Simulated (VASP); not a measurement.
# BaTiO3 (R3m) in VASP: a series of runs

BaTiO3 is run at these levels: PBE; tasks: relaxation of shape and atoms at fixed volume.

Everything below comes from runs of VASP 6.6.1. Logs are shortened: lines on timing, memory, paths and dates and some standing lists are left out, and cuts for length are marked.

## (1) The cell of the first run

It takes space group R3m (No. 160, trigonal). The conventional cell has a = 5.669 Å, b = 5.669 Å, c = 6.998 Å, α = 90.00°, β = 90.00°, γ = 120.00°. Ba (site symmetry 3m) has 12 O at 2.76 to 2.95 Å and 8 Ti at 3.40 to 3.60 Å within 3.6 Å. Ti (site symmetry 3m) has 6 O at 1.85 to 2.18 Å within 2.5 Å. O (site symmetry m) has 2 Ti at 1.85 to 2.18 Å within 2.5 Å.

## (2) Relaxation of shape and atoms at fixed volume, PBE (12.98 Å³/atom)

INCAR

```
SYSTEM = BaTiO3
PREC = Accurate
ENCUT = 600
EDIFF = 1E-6
ISMEAR = 0
SIGMA = 0.02
LREAL = .False.
LASPH = .True.
NELM = 60
ALGO = Normal
ISIF = 4
LWAVE = .False.
LCHARG = .False.
GGA = PE
IBRION = 2
NSW = 50
EDIFFG = -0.01
```

KPOINTS

```
Automatic mesh
0
Gamma
  6 6 6
  0 0 0
```

POSCAR

```
BaTiO3
1.0
    2.8342656782      1.6363640522      2.3326958390
   -2.8342656782      1.6363640522      2.3326958390
    0.0000000000     -3.2727281045      2.3326958390
Ba Ti O
1 1 3
Direct
   -0.0054008877     -0.0054008877     -0.0054008877
    0.4803547819      0.4803547819      0.4803547819
    0.5112004289      0.5112004289      0.0218452480
    0.0218452480      0.5112004289      0.5112004289
    0.5112004289      0.0218452480      0.5112004289
```

Potentials or basis: VASP PAW PBE potentials, release 64 (Ba_sv, Ti_sv, O).

On the command line:

```sh
$ cat potpaw_PBE.64/Ba_sv/POTCAR potpaw_PBE.64/Ti_sv/POTCAR potpaw_PBE.64/O/POTCAR > POTCAR
$ mpirun -np 1 vasp_std > vasp.out
```

OUTCAR:

```text
SYSTEM = BaTiO3
   PREC = Accurate
   ENCUT = 600
   EDIFF = 1E-6
   ISMEAR = 0
   LREAL = .False.
   LASPH = .True.
   NELM = 60
   ISIF = 4
   GGA = PE
   IBRION = 2
   NSW = 50
   EDIFFG = -0.01

 ion  position               nearest neighbor table
   1  0.995  0.995  0.995-   3 2.76   4 2.76   5 2.76   4 2.84   5 2.84   5 2.84   4 2.84   3 2.84
                             3 2.84   3 2.95   4 2.95   5 2.95   2 3.40   2 3.44   2 3.44   2 3.44
   2  0.480  0.480  0.480-   3 1.85   4 1.85   5 1.85   5 2.18   4 2.18   3 2.18   1 3.40   1 3.44
                             1 3.44   1 3.44   1 3.51   1 3.51   1 3.51   1 3.60
   3  0.511  0.511  0.022-   2 1.85   2 2.18   1 2.76   1 2.84   1 2.84   1 2.95
   4  0.022  0.511  0.511-   2 1.85   2 2.18   1 2.76   1 2.84   1 2.84   1 2.95
   5  0.511  0.022  0.511-   2 1.85   2 2.18   1 2.76   1 2.84   1 2.84   1 2.95

  LATTYP: Found a trigonal (rhomboedric) cell.
 ALAT       =     4.0189823492
 COS(alpha) =     0.0053302431

  Lattice vectors:

 A1 = (   2.8342656782,   1.6363640522,   2.3326958390)
 A2 = (  -2.8342656782,   1.6363640522,   2.3326958390)
 A3 = (   0.0000000000,  -3.2727281045,   2.3326958390)

Analysis of symmetry for initial positions (statically):
=====================================================================
 Subroutine PRICEL returns:
 Original cell was already a primitive cell.

 Routine SETGRP: Setting up the symmetry group for a
 trigonal (rhombohedral) supercell.

 Subroutine GETGRP returns: Found  6 space group operations
 (whereof  6 operations were pure point group operations)
 out of a pool of 12 trial point group operations.

The static configuration has the point symmetry C_3v.

Analysis of symmetry for dynamics (positions and initial velocities):
=====================================================================
 Subroutine PRICEL returns:
 Original cell was already a primitive cell.

 Routine SETGRP: Setting up the symmetry group for a
 trigonal (rhombohedral) supercell.

 Subroutine GETGRP returns: Found  6 space group operations
 (whereof  6 operations were pure point group operations)
 out of a pool of 12 trial point group operations.

The dynamic configuration has the point symmetry C_3v.

 Subroutine INISYM returns: Found  6 space group operations
 (whereof  6 operations are pure point group operations),
 and found     1 'primitive' translations

----------------------------------------------------------------------------------------

                                     Primitive cell

  volume of cell :      64.9127

  direct lattice vectors                    reciprocal lattice vectors
     2.834265678  1.636364052  2.332695839     0.176412537  0.101851826  0.142896184
    -2.834265678  1.636364052  2.332695839    -0.176412537  0.101851826  0.142896184
     0.000000000 -3.272728105  2.332695839     0.000000000 -0.203703652  0.142896184

  length of vectors
     4.018982349  4.018982349  4.018982349     0.248826239  0.248826239  0.248826239

  position of ions in fractional coordinates (direct lattice)
     0.994599112  0.994599112  0.994599112
     0.480354782  0.480354782  0.480354782
     0.511200429  0.511200429  0.021845248
     0.021845248  0.511200429  0.511200429
     0.511200429  0.021845248  0.511200429

  ion indices of the primitive-cell ions
   primitive index   ion index
                 1           1
                 2           2
                 3           3
                 4           4
                 5           5

----------------------------------------------------------------------------------------

 KPOINTS: Automatic mesh

Automatic generation of k-mesh.
 Grid dimensions read from file:
 generate k-points for:    6    6    6

 Generating k-lattice:

  Cartesian coordinates                     Fractional coordinates (reciprocal lattice)
     0.029402090  0.016975304  0.023816031     0.166666667  0.000000000  0.000000000
    -0.029402090  0.016975304  0.023816031     0.000000000  0.166666667  0.000000000
     0.000000000 -0.033950609  0.023816031     0.000000000  0.000000000  0.166666667

  Length of vectors
     0.041471040  0.041471040  0.041471040

  Shift w.r.t. Gamma in fractional coordinates (k-lattice)
     0.000000000  0.000000000  0.000000000

 Subroutine IBZKPT returns following result:
 ===========================================

 Found     32 irreducible k-points:

 Following reciprocal coordinates:
            Coordinates               Weight
  0.000000  0.000000  0.000000      1.000000
  0.166667 -0.000000  0.000000      6.000000
  0.333333 -0.000000  0.000000      6.000000
  0.500000 -0.000000  0.000000      3.000000
  0.166667  0.166667  0.000000      6.000000
  0.333333  0.166667  0.000000     12.000000
[... 16 lines left out ...]
  0.500000  0.500000  0.166667      6.000000
 -0.333333  0.500000  0.166667     12.000000
 [... further k-points ...]
   k-points           NKPTS =     32   k-points in BZ     NKDIM =     32   number of bands    NBANDS=     24
   number of dos      NEDOS =    301   number of ions     NIONS =      5
   total plane-waves  NPLWV =  32768
   dimension x,y,z NGX =    32 NGY =   32 NGZ =   32
   dimension x,y,z NGXF=    64 NGYF=   64 NGZF=   64
   ions per type =               1   1   3
   NGX,Y,Z   is equivalent  to a cutoff of  13.24, 13.24, 13.24 a.u.
   NGXF,Y,Z  is equivalent  to a cutoff of  26.47, 26.47, 26.47 a.u.
 SYSTEM =  BaTiO3
   PREC   = accura    normal or accurate (medium, high low for compatibility)
   ISTART =      0    job   : 0-new  1-cont  2-samecut
   ICHARG =      2    charge: 1-file 2-atom 10-const
   ISPIN  =      1    spin polarized calculation?
   LNONCOLLINEAR =      F non collinear calculations
   LSORBIT =      F    spin-orbit coupling
   LASPH  =      T    aspherical Exc in radial PAW
   ENCUT  =  600.0 eV  44.10 Ry    6.64 a.u.   8.03  8.03  8.03*2*pi/ulx,y,z
   NELM   =     60;   NELMIN=  2; NELMDL= -5     # of ELM steps
   EDIFF  = 0.1E-05   stopping-criterion for ELM
   LREAL  =      F    real-space projection
   EDIFFG = -.1E-01   stopping-criterion for IOM
   NSW    =     50    number of steps for IOM
   IBRION =      2    ionic relax: 0-MD 1-quasi-New 2-CG
   NFREE  =      1    steps in history (QN), initial steepest desc. (CG)
   ISIF   =      4    stress and relaxation
   ISYM   =      2    0-nonsym 1-usesym 2-fastsym
   POTIM  = 0.5000    time-step for ionic-motion
   TEBEG  =    0.0;   TEEND  =   0.0 temperature during run
   PSTRESS=    0.0 pullay stress
   NELECT =      40.0000    total number of electrons
   NUPDOWN=      -1.0000    fix difference up-down
   EMIN   =  10.00;   EMAX   =-10.00  energy-range for DOS
   EFERMI =   0.00;   METHOD = LEGACY
   ISMEAR =     0;   SIGMA  =   0.02  broadening in eV -4-tet -1-fermi 0-gaus
   EFERMI_NEDOS =   21; number of points for ismear=-14 and -15
   IALGO  =     38    algorithm
   IMIX   =      4    mixing-type and parameters
     AMIX     =   0.40;   BMIX     =  1.00
     AMIX_MAG =   1.60;   BMIX_MAG =  1.00
  volume/ion in A,a.u.               =      12.98        87.61
  Fermi-wavevector in a.u.,A,eV,Ry     =   1.393108  2.632593 26.405516  1.940751
  Thomas-Fermi vector in A             =   2.516786
   LORBIT       =      0    0 simple, 1 ext, 2 COOP (PROOUT), +10 PAW based schemes
   GGA     = PE    functional components
   LHFCALC =     F    Hartree Fock is set to
   AEXX    =    0.0000 exact exchange contribution
   IVDW    =     0    specifies the selected vdW correction
   LEPSILON=     F    determine dielectric tensor
   LRPA    =     F    only Hartree local field effects (RPA)
 conjugate gradient relaxation of ions
 non-spin polarized calculation
 Gauss-broadening in eV      SIGMA  =   0.02
  energy-cutoff  :      600.00
  volume of cell :       64.91
 maximum number of plane-waves:      2200
   NGX = 17   NGY = 17   NGZ = 17

--------------------------------------- Ionic step        1  -------------------------------------------

 number of electron      40.0000001 magnetization

 Free energy of the ion-electron system (eV)
  ---------------------------------------------------
  ext. energy  EPLUGINS =         0.00000000
  ---------------------------------------------------
  free energy    TOTEN  =       -40.00889077 eV

  energy without entropy =      -40.00889077  energy(sigma->0) =      -40.00889077

------------------------ aborting loop because EDIFF is reached ----------------------------------------

  FORCE on cell =-STRESS in cart. coord.  units (eV):
  Direction    XX          YY          ZZ          XY          YZ          ZX
  --------------------------------------------------------------------------------------
  -------------------------------------------------------------------------------------
  Total        2.7539456      2.7539456      2.5019655      0.0000000     -0.0000000      0.0000000
  in kB       67.9729453     67.9729453     61.7535658      0.0000000     -0.0000000      0.0000000
  external PRESSURE =      65.8998188 kB  Pullay stress =       0.0000000 kB

 VOLUME and BASIS-vectors are now :
 -----------------------------------------------------------------------------
  energy-cutoff  :      600.00
  volume of cell :       64.91
      direct lattice vectors                 reciprocal lattice vectors
     2.834265678  1.636364052  2.332695839     0.176412537  0.101851826  0.142896184
    -2.834265678  1.636364052  2.332695839    -0.176412537  0.101851826  0.142896184
     0.000000000 -3.272728105  2.332695839     0.000000000 -0.203703652  0.142896184
[... 157 lines left out ...]
 POSITION                                       TOTAL-FORCE (eV/Angst)
 -----------------------------------------------------------------------------------
     -0.00000     -0.00000      6.96883        -0.000000     -0.000000      0.032904
     -0.00000     -0.00000      3.39177         0.000000      0.000000     -0.018578
     -0.00000      1.61260      2.41442         0.000000      0.014759     -0.004775
     -1.39656     -0.80630      2.41442        -0.012781     -0.007379     -0.004775
      1.39656     -0.80630      2.41442         0.012781     -0.007379     -0.004775
 -----------------------------------------------------------------------------------
    total drift:                               -0.000000     -0.000001      0.000810

  FREE ENERGIE OF THE ION-ELECTRON SYSTEM (eV)
  ---------------------------------------------------
  free  energy   TOTEN  =       -40.0260321152 eV

  energy  without entropy=      -40.0260321152  energy(sigma->0) =      -40.02603212

--------------------------------------- Ionic step        6  -------------------------------------------

 number of electron      39.9999995 magnetization

 Free energy of the ion-electron system (eV)
  ---------------------------------------------------
  ext. energy  EPLUGINS =         0.00000000
  ---------------------------------------------------
  free energy    TOTEN  =       -40.02620022 eV

  energy without entropy =      -40.02620022  energy(sigma->0) =      -40.02620022

 E-fermi :   3.9334     XC(G=0): -11.1781

 val. band max:        3.6852545654   @ k =   0.5000   0.5000   0.5000
 cond. band min:       6.0099293025   @ k =   0.0000   0.0000   0.0000
 fundamental gap:      2.3246747371
 Fermi energy:         3.9333618836

 k-point     1 :       0.0000    0.0000    0.0000
  band No.  band energies     occupation
      1     -52.6760      2.00000
      2     -28.9220      2.00000
      3     -28.9215      2.00000
      4     -28.9215      2.00000
      5     -21.1424      2.00000
      6     -13.1230      2.00000
[... 16 lines left out ...]
     23       6.1479      0.00000
     24       8.0609      0.00000
[... 598 lines left out ...]
      2     -28.9687      2.00000
      3     -28.9559      2.00000
      4     -28.9305      2.00000
      5     -20.9610      2.00000
      6     -12.8142      2.00000
[... 16 lines left out ...]
     23       7.7066      0.00000
     24       9.3694      0.00000

 [... further k-points ...]
[... 5 lines left out ...]
  --------------------------------------------------------------------------------------
  -------------------------------------------------------------------------------------
  Total        1.7806296      1.7806296      1.7984469      0.0000000     -0.0000000      0.0000000
  in kB       43.9495378     43.9495378     44.3893042      0.0000000     -0.0000000      0.0000000
  external PRESSURE =      44.0961266 kB  Pullay stress =       0.0000000 kB

 VOLUME and BASIS-vectors are now :
 -----------------------------------------------------------------------------
  energy-cutoff  :      600.00
  volume of cell :       64.91
      direct lattice vectors                 reciprocal lattice vectors
     2.838109832  1.638583475  2.326380955     0.176173591  0.101713870  0.143284071
    -2.838109832  1.638583475  2.326380955    -0.176173591  0.101713870  0.143284071
    -0.000000000 -3.277166951  2.326380955     0.000000000 -0.203427740  0.143284071

 POSITION                                       TOTAL-FORCE (eV/Angst)
 -----------------------------------------------------------------------------------
     -0.00000     -0.00000      6.96329        -0.000000     -0.000000      0.009397
     -0.00000     -0.00000      3.38703         0.000000      0.000000     -0.003502
     -0.00000      1.61408      2.41051         0.000000      0.002975     -0.001965
     -1.39784     -0.80704      2.41051        -0.002576     -0.001487     -0.001965
      1.39784     -0.80704      2.41051         0.002576     -0.001487     -0.001965
 -----------------------------------------------------------------------------------
    total drift:                               -0.000000     -0.000001      0.000926

  FREE ENERGIE OF THE ION-ELECTRON SYSTEM (eV)
  ---------------------------------------------------
  free  energy   TOTEN  =       -40.0262002170 eV

  energy  without entropy=      -40.0262002170  energy(sigma->0) =      -40.02620022

 reached required accuracy - stopping structural energy minimisation
```

It took 67 s on 1 thread of Intel Xeon 6975P-C (Granite Rapids), shared host; peak memory 0.22 GiB.

What came out:

| Quantity | Value |
| --- | --- |
| Free energy | -40.0262 eV |
| Energy gained by relaxing | 3.5 meV/atom |
| Ionic steps | 6 |
| Pressure after relaxing | 4.4 GPa |
| Largest force after relaxing | 0.009 eV/Å |
| Band gap on the k mesh | 2.32 eV (least direct gap 2.72 eV) |

Forces on the atoms (eV/Å):
```
Ba   0.000  0.000  0.009
Ti   0.000  0.000 -0.004
O    0.000  0.003 -0.002
O   -0.003 -0.001 -0.002
O    0.003 -0.001 -0.002
```

Step by step:
```
step  energy change (eV)  largest force (eV/Å)  pressure (GPa)  volume (Å³)
   1              0.0000                0.4687            6.59        64.91
   2             -0.0146                0.1125            4.91        64.91
   3             -0.0149                0.1173            4.65        64.91
   4             -0.0164                0.0792            4.57        64.91
   5             -0.0171                0.0329            4.47        64.91
   6             -0.0173                0.0094            4.41        64.91
```

Final structure:
```yaml
crystal:
  lattice:
    - [2.83811, 1.63858, 2.32638]
    - [-2.83811, 1.63858, 2.32638]
    - [0.00000, -3.27717, 2.32638]
  atoms:
    - { symbol: Ba, position: [0.99773, 0.99773, 0.99773] }
    - { symbol: Ti, position: [0.48531, 0.48531, 0.48531] }
    - { symbol: O, position: [0.50956, 0.50956, 0.01704] }
    - { symbol: O, position: [0.01704, 0.50956, 0.50956] }
    - { symbol: O, position: [0.50956, 0.01704, 0.50956] }
```

Levels at points of the mesh, in eV from the valence-band top:
```tsv
k point	band 16	band 17	band 18	band 19	band 20	band 21	band 22	band 23	band 24
(0.00, 0.00, 0.00)	-1.28	-1.05	-0.52	-0.40	-0.40	2.32	2.32	2.46	4.38
(0.50, 0.00, 0.00)	-2.04	-1.70	-1.62	-0.95	-0.83	2.49	3.70	3.80	4.34
(0.50, 0.50, 0.00)	-2.66	-1.63	-0.90	-0.85	-0.09	3.77	3.77	4.11	4.94
(0.50, 0.50, 0.50)	-2.39	-2.35	-0.02	-0.02	0.00	4.24	4.38	4.38	6.56
```

Caveat: spin-orbit coupling is left out, which moves the levels of the heavy elements.

## (3) Relaxation of shape and atoms at fixed volume, PBE (13.79 Å³/atom)

This run uses another cell than the first one, of 13.79 Å³/atom.

INCAR

```
SYSTEM = BaTiO3
PREC = Accurate
ENCUT = 600
EDIFF = 1E-6
ISMEAR = 0
SIGMA = 0.02
LREAL = .FALSE.
LASPH = .TRUE.
NELM = 60
ALGO = Normal
ISIF = 4
LWAVE = .FALSE.
LCHARG = .FALSE.
GGA = PE
IBRION = 2
NSW = 50
EDIFFG = -0.01
```

KPOINTS

```
regular mesh
0
G
  6 6 6
  0 0 0
```

POSCAR: that of step 2 with these lines changed.

```diff
@@ -2,5 +2,5 @@
 1.0
-    2.8342656782      1.6363640522      2.3326958390
-   -2.8342656782      1.6363640522      2.3326958390
-    0.0000000000     -3.2727281045      2.3326958390
+    2.8915390014      1.6694308208      2.3798337075
+   -2.8915390014      1.6694308208      2.3798337075
+    0.0000000000     -3.3388616417      2.3798337075
 Ba Ti O
```

Potentials or basis: VASP PAW PBE potentials, release 64 (Ba_sv, Ti_sv, O).

On the command line:

```sh
$ cat potpaw_PBE.64/Ba_sv/POTCAR potpaw_PBE.64/Ti_sv/POTCAR potpaw_PBE.64/O/POTCAR > POTCAR
$ mpirun -np 1 vasp_std > vasp.out
```

It took 2 min on 1 thread of Intel Xeon 6975P-C (Granite Rapids), shared host; peak memory 0.24 GiB.

It converged, with:

| Property | Result |
| --- | --- |
| Free energy | -40.0618 eV |
| Energy gained by relaxing | 1.2 meV/atom |
| Ionic steps | 8 |
| Pressure after relaxing | -1.7 GPa |
| Largest force after relaxing | 0.006 eV/Å |
| Band gap on the k mesh | 2.69 eV (least direct gap 3.28 eV) |

Forces in eV/Å, atoms in the order of the input:
```
Ba   0.000  0.000 -0.005
Ti   0.000  0.000  0.006
O    0.000  0.000  0.000
O    0.000  0.000  0.000
O    0.000  0.000  0.000
```

The path:
```tsv
step	energy change (eV)	largest force (eV/Å)	pressure (GPa)	volume (Å³)
1	0.0000	0.2642	-3.00	68.93
2	-0.0058	0.0708	-2.04	68.93
3	-0.0060	0.0254	-1.82	68.93
4	-0.0060	0.0285	-1.84	68.93
5	-0.0061	0.0212	-1.80	68.93
6	-0.0062	0.0185	-1.78	68.93
7	-0.0062	0.0105	-1.75	68.93
8	-0.0062	0.0057	-1.73	68.93
```

Final structure:
```
CELL_PARAMETERS angstrom
2.88929 1.66813 2.38354
-2.88929 1.66813 2.38354
0.00000 -3.33627 2.38354
ATOMIC_POSITIONS crystal
Ba 0.99396 0.99396 0.99396
Ti 0.47783 0.47783 0.47783
O 0.51135 0.51135 0.02471
O 0.02471 0.51135 0.51135
O 0.51135 0.02471 0.51135
```

Levels at points of the mesh, in eV from the valence-band top:
| k point | band 17 | band 18 | band 19 | band 20 | band 21 | band 22 | band 23 | band 24 |
| --- | --- | --- | --- | --- | --- | --- | --- | --- |
| (0.00, 0.00, 0.00) | -0.93 | -0.77 | -0.62 | -0.62 | 2.69 | 2.69 | 2.87 | 4.48 |
| (0.50, 0.00, 0.00) | -1.56 | -1.46 | -1.09 | -0.90 | 2.83 | 3.69 | 3.86 | 4.44 |
| (0.50, 0.50, 0.00) | -1.56 | -0.93 | -0.84 | -0.09 | 3.78 | 3.81 | 4.09 | 4.78 |
| (0.50, 0.50, 0.50) | -2.31 | -0.04 | -0.04 | 0.00 | 4.06 | 4.32 | 4.32 | 6.24 |

Caveat: spin-orbit coupling is left out, which moves the levels of the heavy elements.

[end of part 1 of 2]
